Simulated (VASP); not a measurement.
# Ga (P2_13) in VASP: further runs

The runs below take Ga through single point, relaxation of cell and atoms, with PBE.

Program: VASP 6.6.1. These are calculated values, not measurements. Logs are shortened: lines on timing, memory, paths and dates and some standing lists are left out, and cuts for length are marked.

### 1 The cell of the first run

Symmetry: P2_13, No. 198, cubic system. The conventional cell has a = 4.467 Å, b = 4.467 Å, c = 4.467 Å, α = 90.00°, β = 90.00°, γ = 90.00°. Within 3.9 Å of Ga (site symmetry 3) lie 12 Ga at 2.99 to 3.36 Å.

### 2 Single point, PBE

INCAR reads:

```
SYSTEM = Ga
ALGO = Normal ; EDIFF = 1E-6
ENCUT = 500 ; GGA = PE
GGA_COMPAT = .False. ; ISIF = 2
ISMEAR = 0 ; LASPH = .True.
LCHARG = .True. ; LELF = .True.
LREAL = .False. ; LVHAR = .True.
LWAVE = .False. ; NBANDS = 34
NELM = 120 ; PREC = Accurate
SIGMA = 0.1
```

KPOINTS reads:

```
k-points
0
Gamma
  4 4 4
  0 0 0
```

POSCAR reads:

```
Ga
1.0
    4.4667534910      0.0000000000      0.0000000000
    0.0000000000      4.4667534910      0.0000000000
    0.0000000000      0.0000000000      4.4667534910
Ga
4
Direct
    0.0300000000      0.0300000000      0.0300000000
    0.4700000000      0.9700000000      0.5300000000
    0.5300000000      0.4700000000      0.9700000000
    0.9700000000      0.5300000000      0.4700000000
```

Potentials or basis: VASP PAW PBE potentials, release 64 (Ga_d).

Command:

```console
$ cat potpaw_PBE.64/Ga_d/POTCAR > POTCAR
$ mpirun -np 1 vasp_std > vasp.out
```

OUTCAR:

```text
SYSTEM = Ga
   EDIFF = 1E-6
   ENCUT = 500
   GGA = PE
   ISIF = 2
   ISMEAR = 0
   LASPH = .True.
   LREAL = .False.
   NELM = 120
   PREC = Accurate

 ion  position               nearest neighbor table
   1  0.030  0.030  0.030-
   2  0.470  0.970  0.530-
   3  0.530  0.470  0.970-
   4  0.970  0.530  0.470-

  LATTYP: Found a simple cubic cell.
 ALAT       =     4.4667534910

  Lattice vectors:

 A1 = (   4.4667534910,   0.0000000000,   0.0000000000)
 A2 = (   0.0000000000,   4.4667534910,   0.0000000000)
 A3 = (   0.0000000000,   0.0000000000,   4.4667534910)

Analysis of symmetry for initial positions (statically):
=====================================================================
 Subroutine PRICEL returns:
 Original cell was already a primitive cell.

 Routine SETGRP: Setting up the symmetry group for a
 simple cubic supercell.

 Subroutine GETGRP returns: Found 12 space group operations
 (whereof  3 operations were pure point group operations)
 out of a pool of 48 trial point group operations.

The static configuration has the point symmetry C_3 .
 The point group associated with its full space group is T   .

Analysis of symmetry for dynamics (positions and initial velocities):
=====================================================================
 Subroutine PRICEL returns:
 Original cell was already a primitive cell.

 Routine SETGRP: Setting up the symmetry group for a
 simple cubic supercell.

 Subroutine GETGRP returns: Found 12 space group operations
 (whereof  3 operations were pure point group operations)
 out of a pool of 48 trial point group operations.

The dynamic configuration has the point symmetry C_3 .
 The point group associated with its full space group is T   .

 Subroutine INISYM returns: Found 12 space group operations
 (whereof  3 operations are pure point group operations),
 and found     1 'primitive' translations

----------------------------------------------------------------------------------------

                                     Primitive cell

  volume of cell :      89.1202

  direct lattice vectors                    reciprocal lattice vectors
     4.466753491  0.000000000  0.000000000     0.223876245  0.000000000  0.000000000
     0.000000000  4.466753491  0.000000000     0.000000000  0.223876245  0.000000000
     0.000000000  0.000000000  4.466753491     0.000000000  0.000000000  0.223876245

  length of vectors
     4.466753491  4.466753491  4.466753491     0.223876245  0.223876245  0.223876245

  position of ions in fractional coordinates (direct lattice)
     0.030000000  0.030000000  0.030000000
     0.470000000  0.970000000  0.530000000
     0.530000000  0.470000000  0.970000000
     0.970000000  0.530000000  0.470000000

  ion indices of the primitive-cell ions
   primitive index   ion index
                 1           1
                 2           2
                 3           3
                 4           4

----------------------------------------------------------------------------------------

 KPOINTS: k-points

Automatic generation of k-mesh.
 Grid dimensions read from file:
 generate k-points for:    4    4    4

 Generating k-lattice:

  Cartesian coordinates                     Fractional coordinates (reciprocal lattice)
     0.055969061  0.000000000  0.000000000     0.250000000  0.000000000  0.000000000
     0.000000000  0.055969061  0.000000000     0.000000000  0.250000000  0.000000000
     0.000000000  0.000000000  0.055969061     0.000000000  0.000000000  0.250000000

  Length of vectors
     0.055969061  0.055969061  0.055969061

  Shift w.r.t. Gamma in fractional coordinates (k-lattice)
     0.000000000  0.000000000  0.000000000

 Subroutine IBZKPT returns following result:
 ===========================================

 Found     11 irreducible k-points:

 Following reciprocal coordinates:
            Coordinates               Weight
  0.000000  0.000000  0.000000      1.000000
  0.250000  0.000000  0.000000      6.000000
  0.500000  0.000000  0.000000      3.000000
  0.250000  0.250000  0.000000     12.000000
  0.500000  0.250000  0.000000      6.000000
 -0.250000  0.500000  0.000000      6.000000
  0.500000  0.500000  0.000000      3.000000
  0.250000  0.250000  0.250000      8.000000
  0.500000  0.250000  0.250000     12.000000
  0.500000  0.500000  0.250000      6.000000
  0.500000  0.500000  0.500000      1.000000
   k-points           NKPTS =     11   k-points in BZ     NKDIM =     11   number of bands    NBANDS=     34
   number of dos      NEDOS =    301   number of ions     NIONS =      4
   total plane-waves  NPLWV =  46656
   dimension x,y,z NGX =    36 NGY =   36 NGZ =   36
   dimension x,y,z NGXF=    72 NGYF=   72 NGZF=   72
   ions per type =               4
   NGX,Y,Z   is equivalent  to a cutoff of  13.40, 13.40, 13.40 a.u.
   NGXF,Y,Z  is equivalent  to a cutoff of  26.80, 26.80, 26.80 a.u.
 SYSTEM =  Ga
   PREC   = accura    normal or accurate (medium, high low for compatibility)
   ISTART =      0    job   : 0-new  1-cont  2-samecut
   ICHARG =      2    charge: 1-file 2-atom 10-const
   ISPIN  =      1    spin polarized calculation?
   LNONCOLLINEAR =      F non collinear calculations
   LSORBIT =      F    spin-orbit coupling
   LASPH  =      T    aspherical Exc in radial PAW
   ENCUT  =  500.0 eV  36.75 Ry    6.06 a.u.   8.14  8.14  8.14*2*pi/ulx,y,z
   NELM   =    120;   NELMIN=  2; NELMDL= -5     # of ELM steps
   EDIFF  = 0.1E-05   stopping-criterion for ELM
   LREAL  =      F    real-space projection
   EDIFFG = 0.1E-04   stopping-criterion for IOM
   NSW    =      0    number of steps for IOM
   IBRION =     -1    ionic relax: 0-MD 1-quasi-New 2-CG
   NFREE  =      0    steps in history (QN), initial steepest desc. (CG)
   ISIF   =      2    stress and relaxation
   ISYM   =      2    0-nonsym 1-usesym 2-fastsym
   POTIM  = 0.5000    time-step for ionic-motion
   TEBEG  =    0.0;   TEEND  =   0.0 temperature during run
   PSTRESS=    0.0 pullay stress
   NELECT =      52.0000    total number of electrons
   NUPDOWN=      -1.0000    fix difference up-down
   EMIN   =  10.00;   EMAX   =-10.00  energy-range for DOS
   EFERMI =   0.00;   METHOD = LEGACY
   ISMEAR =     0;   SIGMA  =   0.10  broadening in eV -4-tet -1-fermi 0-gaus
   EFERMI_NEDOS =   21; number of points for ismear=-14 and -15
   IALGO  =     38    algorithm
   IMIX   =      4    mixing-type and parameters
     AMIX     =   0.40;   BMIX     =  1.00
     AMIX_MAG =   1.60;   BMIX_MAG =  1.00
  volume/ion in A,a.u.               =      22.28       150.35
  Fermi-wavevector in a.u.,A,eV,Ry     =   1.367993  2.585132 25.462019  1.871406
  Thomas-Fermi vector in A             =   2.493997
   LORBIT       =      0    0 simple, 1 ext, 2 COOP (PROOUT), +10 PAW based schemes
   GGA     = PE    functional components
   LHFCALC =     F    Hartree Fock is set to
   AEXX    =    0.0000 exact exchange contribution
   IVDW    =     0    specifies the selected vdW correction
   LEPSILON=     F    determine dielectric tensor
   LRPA    =     F    only Hartree local field effects (RPA)
 non-spin polarized calculation
 Gauss-broadening in eV      SIGMA  =   0.10
  energy-cutoff  :      500.00
  volume of cell :       89.12
 maximum number of plane-waves:      2301
 NGX is ok and might be reduce to    36
   NGX = 17   NGY = 17   NGZ = 17

 number of electron      51.9999975 magnetization

 Free energy of the ion-electron system (eV)
  ---------------------------------------------------
  ext. energy  EPLUGINS =         0.00000000
  ---------------------------------------------------
  free energy    TOTEN  =       -11.19496370 eV

  energy without entropy =      -11.18032146  energy(sigma->0) =      -11.18764258

 E-fermi :   4.1458     XC(G=0): -10.2028

 val. band max:        4.0951006996   @ k =   0.5000   0.0000   0.0000
 cond. band min:       4.2082756688   @ k =  -0.2500   0.5000   0.0000
 fundamental gap:      0.1131749692
 Fermi energy:         4.1458222710

 k-point     1 :       0.0000    0.0000    0.0000
  band No.  band energies     occupation
      1     -10.8332      2.00000
      2     -10.8332      2.00000
      3     -10.8332      2.00000
      4     -10.7919      2.00000
      5     -10.7919      2.00000
      6     -10.7919      2.00000
[... 26 lines left out ...]
     33       8.8801      0.00000
     34      11.2931      0.00000

 k-point     2 :       0.2500    0.0000    0.0000
  band No.  band energies     occupation
      1     -10.8258      2.00000
      2     -10.8037      2.00000
      3     -10.8011      2.00000
      4     -10.7739      2.00000
      5     -10.7728      2.00000
      6     -10.7681      2.00000
[... 26 lines left out ...]
     33       9.2279      0.00000
     34      11.7428      0.00000

 k-point     3 :       0.5000    0.0000    0.0000
  band No.  band energies     occupation
      1     -10.7950      2.00000
      2     -10.7950      2.00000
      3     -10.7492      2.00000
      4     -10.7492      2.00000
      5     -10.7324      2.00000
      6     -10.7324      2.00000
[... 26 lines left out ...]
     33      10.6304      0.00000
     34      10.6428      0.00000
[... 223 lines left out ...]
 k-point    10 :       0.5000    0.5000    0.2500
  band No.  band energies     occupation
      1     -10.7643      2.00000
      2     -10.7643      2.00000
      3     -10.7526      2.00000
      4     -10.7526      2.00000
      5     -10.7394      2.00000
      6     -10.7394      2.00000
[... 26 lines left out ...]
     33      12.1887      0.00000
     34      12.1963      0.00000

 k-point    11 :       0.5000    0.5000    0.5000
  band No.  band energies     occupation
      1     -10.7635      2.00000
      2     -10.7635      2.00000
      3     -10.7635      2.00000
      4     -10.7635      2.00000
      5     -10.7343      2.00000
      6     -10.7343      2.00000
[... 26 lines left out ...]
     33      12.6918      0.00000
     34      12.6918      0.00000

------------------------ aborting loop because EDIFF is reached ----------------------------------------

  FORCE on cell =-STRESS in cart. coord.  units (eV):
  Direction    XX          YY          ZZ          XY          YZ          ZX
  --------------------------------------------------------------------------------------
  -------------------------------------------------------------------------------------
  Total       -2.9481960     -2.9481960     -2.9481960      0.0000000      0.0000000      0.0000000
  in kB      -53.0018438    -53.0018438    -53.0018438      0.0000000      0.0000000      0.0000000
  external PRESSURE =     -53.0018438 kB  Pullay stress =       0.0000000 kB

 VOLUME and BASIS-vectors are now :
 -----------------------------------------------------------------------------
  energy-cutoff  :      500.00
  volume of cell :       89.12
      direct lattice vectors                 reciprocal lattice vectors
     4.466753491  0.000000000  0.000000000     0.223876245  0.000000000  0.000000000
     0.000000000  4.466753491  0.000000000     0.000000000  0.223876245  0.000000000
     0.000000000  0.000000000  4.466753491     0.000000000  0.000000000  0.223876245

 POSITION                                       TOTAL-FORCE (eV/Angst)
 -----------------------------------------------------------------------------------
      0.13400      0.13400      0.13400        -0.037676     -0.037676     -0.037676
      2.09937      4.33275      2.36738         0.037676      0.037676     -0.037676
      2.36738      2.09937      4.33275        -0.037676      0.037676      0.037676
      4.33275      2.36738      2.09937         0.037676     -0.037676      0.037676
 -----------------------------------------------------------------------------------
    total drift:                                0.000000      0.000000     -0.000000

  FREE ENERGIE OF THE ION-ELECTRON SYSTEM (eV)
  ---------------------------------------------------
  free  energy   TOTEN  =       -11.1949636972 eV

  energy  without entropy=      -11.1803214553  energy(sigma->0) =      -11.18764258
```

It took 20 s on 1 thread of Intel Xeon Platinum 8559C (Emerald Rapids), shared host; peak memory 0.19 GiB.

Results:

- Free energy: -11.1950 eV
- Pressure: -5.3 GPa
- Largest force: 0.065 eV/Å
- Band gap on the k mesh: zero (band 26 reaches 5.30 eV, above the bottom of band 27 at 1.06 eV)

Forces in eV/Å, atoms in the order of the input:
```
Ga  -0.038 -0.038 -0.038
Ga   0.038  0.038 -0.038
Ga  -0.038  0.038  0.038
Ga   0.038 -0.038  0.038
```

Levels at points of the mesh, in eV from the Fermi level:
| k point | band 22 | band 23 | band 24 | band 25 | band 26 | band 27 | band 28 | band 29 | band 30 | band 31 |
| --- | --- | --- | --- | --- | --- | --- | --- | --- | --- | --- |
| (0.00, 0.00, 0.00) | -3.10 | -3.10 | -3.10 | -1.60 | -1.60 | -1.60 | 4.20 | 4.20 | 4.20 | 4.46 |
| (0.50, 0.00, 0.00) | -8.07 | -2.09 | -2.09 | -0.25 | -0.25 | -0.05 | -0.05 | 1.74 | 1.74 | 5.64 |
| (0.50, 0.50, 0.00) | -6.52 | -5.83 | -5.83 | 1.15 | 1.15 | 1.62 | 1.62 | 1.63 | 1.63 | 2.51 |
| (0.50, 0.50, 0.50) | -5.05 | -5.05 | -5.05 | -3.08 | -3.08 | -3.08 | -3.08 | 8.52 | 8.52 | 8.53 |

### 3 Relaxation of cell and atoms, PBE

INCAR reads:

```
PREC = Accurate
ENCUT = 500
EDIFF = 1E-7
ISMEAR = 0
SIGMA = 0.1
LREAL = F
LASPH = T
NELM = 120
ALGO = Normal
ISIF = 3
LWAVE = F
LCHARG = F
GGA = PE
IBRION = 2
NSW = 90
EDIFFG = -0.04
GGA_COMPAT = F
NELMIN = 4
```

KPOINTS reads:

```
Automatic mesh
0
Gamma
  4 4 4
```

POSCAR is that of step 2.

Potentials or basis: VASP PAW PBE potentials, release 64 (Ga_d).

Command:

```console
$ cat potpaw_PBE.64/Ga_d/POTCAR > POTCAR
$ mpirun -np 1 vasp_std > vasp.out
```

OUTCAR:

```text
PREC = Accurate
   ENCUT = 500
   EDIFF = 1E-7
   ISMEAR = 0
   LREAL = F
   LASPH = T
   NELM = 120
   ISIF = 3
   GGA = PE
   IBRION = 2
   NSW = 90
   EDIFFG = -0.04
   NELMIN = 4

 ion  position               nearest neighbor table
   1  0.030  0.030  0.030-
   2  0.470  0.970  0.530-
   3  0.530  0.470  0.970-
   4  0.970  0.530  0.470-

  LATTYP: Found a simple cubic cell.
 ALAT       =     4.4667534910

  Lattice vectors:

 A1 = (   4.4667534910,   0.0000000000,   0.0000000000)
 A2 = (   0.0000000000,   4.4667534910,   0.0000000000)
 A3 = (   0.0000000000,   0.0000000000,   4.4667534910)

Analysis of symmetry for initial positions (statically):
[... 656 lines left out ...]
  free  energy   TOTEN  =       -11.4664446862 eV

  energy  without entropy=      -11.4620225538  energy(sigma->0) =      -11.46423362

[... ionic steps 4 to 8 ...]

--------------------------------------- Ionic step        9  -------------------------------------------

 number of electron      51.9999995 magnetization

------------------------ aborting loop because EDIFF is reached ----------------------------------------
[... 71 lines left out ...]
--------------------------------------- Ionic step       11  -------------------------------------------

 number of electron      51.9999973 magnetization

 Free energy of the ion-electron system (eV)
  ---------------------------------------------------
  ext. energy  EPLUGINS =         0.00000000
  ---------------------------------------------------
  free energy    TOTEN  =       -11.55209330 eV

  energy without entropy =      -11.54706308  energy(sigma->0) =      -11.54957819

 E-fermi :   5.8845     XC(G=0): -11.0672

 val. band max:        5.4332014487   @ k =   0.2500   0.2500   0.0000
 cond. band min:       6.0092851073   @ k =  -0.2500   0.5000   0.0000
 fundamental gap:      0.5760836586
 Fermi energy:         5.8844777381

 k-point     1 :       0.0000    0.0000    0.0000
  band No.  band energies     occupation
      1      -9.4507      2.00000
      2      -9.4507      2.00000
      3      -9.4507      2.00000
      4      -9.3989      2.00000
      5      -9.3989      2.00000
      6      -9.3989      2.00000
[... 394 lines left out ...]
  FREE ENERGIE OF THE ION-ELECTRON SYSTEM (eV)
  ---------------------------------------------------
  free  energy   TOTEN  =       -11.5520933048 eV

  energy  without entropy=      -11.5470630797  energy(sigma->0) =      -11.54957819

 reached required accuracy - stopping structural energy minimisation
```

Wall time 3.1 min (1 thread of Intel Xeon Platinum 8559C (Emerald Rapids), shared host); peak memory 0.21 GiB.

Results:

```
Free energy                            : -11.5521 eV
Relaxed volume                         : 18.70 Å³/atom
Relaxed cell                           : a = 4.214 Å, b = 4.214 Å, c = 4.214 Å, α = 90.00°, β = 90.00°, γ = 90.00°
Space group after relaxing (to 0.05 Å) : Fm-3m (No. 225)
Energy gained by relaxing              : 89.3 meV/atom
Ionic steps                            : 11
Pressure after relaxing                : -0.1 GPa
Largest force after relaxing           : 0.009 eV/Å
Band gap on the k mesh                 : zero (band 26 reaches 7.58 eV, above the bottom of band 27 at 1.63 eV)
```

Forces on the atoms (eV/Å):
```
Ga  -0.005 -0.005 -0.005
Ga   0.005  0.005 -0.005
Ga  -0.005  0.005  0.005
Ga   0.005 -0.005  0.005
```

The path:
| step | energy change (eV) | largest force (eV/Å) | pressure (GPa) | volume (Å³) |
| --- | --- | --- | --- | --- |
| 1 | 0.0000 | 0.0654 | -5.59 | 89.12 |
| 2 | -0.2477 | 0.1596 | -2.08 | 79.47 |
| 3 | -0.2715 | 0.1973 | -0.15 | 76.30 |
| 4 | -0.2717 | 0.2011 | 0.06 | 75.99 |
| 5 | -0.2799 | 0.1934 | 0.08 | 75.85 |
| 6 | -0.3023 | 0.1656 | 0.12 | 75.44 |
| 7 | -0.3353 | 0.1054 | 0.37 | 74.61 |
| 8 | -0.3494 | 0.0160 | 1.38 | 72.98 |
| 9 | -0.3526 | 0.0214 | 1.00 | 73.47 |
| 10 | -0.3486 | 0.0027 | -1.31 | 76.77 |
| 11 | -0.3571 | 0.0091 | -0.06 | 74.81 |

Final structure:
```cif
data_structure
_symmetry_space_group_name_H-M 'P 1'
_symmetry_Int_Tables_number 1
_cell_length_a 4.2136
_cell_length_b 4.2136
_cell_length_c 4.2136
_cell_angle_alpha 90.000
_cell_angle_beta 90.000
_cell_angle_gamma 90.000
_cell_volume 74.81
loop_
_atom_site_label
_atom_site_type_symbol
_atom_site_fract_x
_atom_site_fract_y
_atom_site_fract_z
_atom_site_occupancy
Ga1 Ga 0.00159 0.00159 0.00159 1
Ga2 Ga 0.49841 0.99841 0.50159 1
Ga3 Ga 0.50159 0.49841 0.99841 1
Ga4 Ga 0.99841 0.50159 0.49841 1
```

Levels at points of the mesh, in eV from the Fermi level:
| k point | band 22 | band 23 | band 24 | band 25 | band 26 | band 27 | band 28 | band 29 | band 30 | band 31 |
| --- | --- | --- | --- | --- | --- | --- | --- | --- | --- | --- |
| (0.00, 0.00, 0.00) | -2.83 | -2.83 | -2.83 | -2.57 | -2.57 | -2.57 | 4.71 | 4.71 | 4.71 | 4.71 |
| (0.50, 0.00, 0.00) | -9.18 | -1.72 | -1.72 | -0.45 | -0.45 | -0.45 | -0.45 | 1.20 | 1.20 | 6.98 |
| (0.50, 0.50, 0.00) | -7.01 | -6.98 | -6.98 | 1.69 | 1.69 | 1.70 | 1.70 | 1.79 | 1.79 | 1.86 |
| (0.50, 0.50, 0.50) | -5.21 | -5.21 | -5.21 | -4.25 | -4.25 | -4.25 | -4.25 | 9.68 | 9.68 | 9.68 |

Caveat: the volume moved by over 15 % at a fixed basis, so the end points are rough.
